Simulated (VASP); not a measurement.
Wanted: the native input for a VASP 6.6.1 run.

```
Task                   : relaxation of cell and atoms
Functional             : PBE
Potentials or basis    : VASP PAW PBE potentials, release 64 (Ni, Si)
Cutoff                 : 600 eV
k mesh                 : 9 × 8 × 6
Occupations            : fermi-dirac, width 0.05 eV
Spin                   : collinear spin, ferromagnetic start
Starting moments       : [1.0, 1.0, 0.0, 0.0] μB
Dipole correction      : no
Further INCAR settings : ALGO = Normal; EDIFF = 1e-06; IBRION = 2; EDIFFG = -0.01; NSW = 60; ISIF = 3
```

The structure of SiNi lies in POSCAR:

```
SiNi
1.0
    2.9427706600      0.0000000000      0.0000000000
    0.0000000000      3.2803255400      0.0000000000
    0.0000000000      0.0000000000      4.6774467600
Ni Si
2 2
Direct
    0.5000000000      0.5000000000      0.3424955900
    0.0000000000      0.0000000000      0.6575044100
    0.5000000000      0.5000000000      0.8431431600
    0.0000000000      0.0000000000      0.1568568400
```

The input as run:

INCAR

```
PREC = Accurate
ENCUT = 600
EDIFF = 1E-6
ISMEAR = -1
SIGMA = 0.05
LREAL = False
LASPH = True
NELM = 150
ALGO = Normal
ISIF = 3
LWAVE = False
LCHARG = False
ISPIN = 2
MAGMOM = 1 1 0 0
LORBIT = 11
LMAXMIX = 4
GGA = PE
IBRION = 2
NSW = 60
EDIFFG = -0.01
```

KPOINTS

```
regular mesh
0
Gamma
  9 8 6
```

Potentials or basis: VASP PAW PBE potentials, release 64 (Ni, Si).

Run with:

```sh
$ cat potpaw_PBE.64/Ni/POTCAR potpaw_PBE.64/Si/POTCAR > POTCAR
$ mpirun -np 1 vasp_std > vasp.out
```

Results of the run:

| Item | Value |
| --- | --- |
| Relaxed volume | 11.70 Å³/atom |
| Relaxed cell | a = 2.988 Å, b = 3.326 Å, c = 4.709 Å, α = 90.00°, β = 90.00°, γ = 90.00° |
| Space group after relaxing (to 0.1 Å) | Pmmn (No. 59) |
| Energy gained by relaxing | 8.3 meV/atom |
| Ionic steps | 10 |
| Pressure after relaxing | 0.0 GPa |
| Band gap on the k mesh | zero (filled and empty bands overlap) |
| Net moment | 0.00 μB per cell |
| Valence electrons inside the program's atomic spheres | Ni 9.52; Si 1.60 |

Run time: 22 min on 1 thread of Oxide Virtual Turin-like Processor, on a shared host, peak memory 0.27 GiB.
